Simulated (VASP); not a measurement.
The system is W.

```
W
1.0
     0.00000    2.03000    2.03000
     2.03000    0.00000    2.03000
     2.03000    2.03000    0.00000
W
1
Direct
  0.00000 0.00000 0.00000
```

```yaml
Program: VASP 6.6.1
Task: relaxation of cell and atoms
Functional: revPBE
Dispersion: D4
Potentials_or_basis: VASP PAW PBE potentials, release 64 (W_sv)
Cutoff: 600 eV
k_mesh: 11 × 11 × 11
Occupations: fermi-dirac, width 0.05 eV
Spin: no spin polarisation
```

At the start: pressure -10.9 GPa; volume 16.73 Å³/atom.

Task: Where does the relaxation end?

Result: Over 4 steps the energy falls by 22.0 meV/atom and the volume is 16.11 Å³/atom (-3.7 %); space group Fm-3m (No. 225, to 0.05 Å).

The path:
| step | energy change (eV) | largest force (eV/Å) | pressure (GPa) | volume (Å³) |
| --- | --- | --- | --- | --- |
| 1 | 0.0000 | 0.0000 | -10.87 | 16.73 |
| 2 | 0.2694 | 0.0000 | 52.26 | 14.13 |
| 3 | -0.0219 | 0.0000 | -0.81 | 16.15 |
| 4 | -0.0220 | 0.0000 | -0.08 | 16.11 |

Final structure:
```cif
data_structure
_symmetry_space_group_name_H-M 'P 1'
_symmetry_Int_Tables_number 1
_cell_length_a 2.8350
_cell_length_b 2.8350
_cell_length_c 2.8350
_cell_angle_alpha 60.000
_cell_angle_beta 60.000
_cell_angle_gamma 60.000
_cell_volume 16.11
loop_
_atom_site_label
_atom_site_type_symbol
_atom_site_fract_x
_atom_site_fract_y
_atom_site_fract_z
_atom_site_occupancy
W1 W 0.00000 0.00000 0.00000 1
```

Caveat: the PAW data sets were made with another functional, which shifts forces and pressure a little; pairwise dispersion overbinds metals, which lowers pressure and volume.
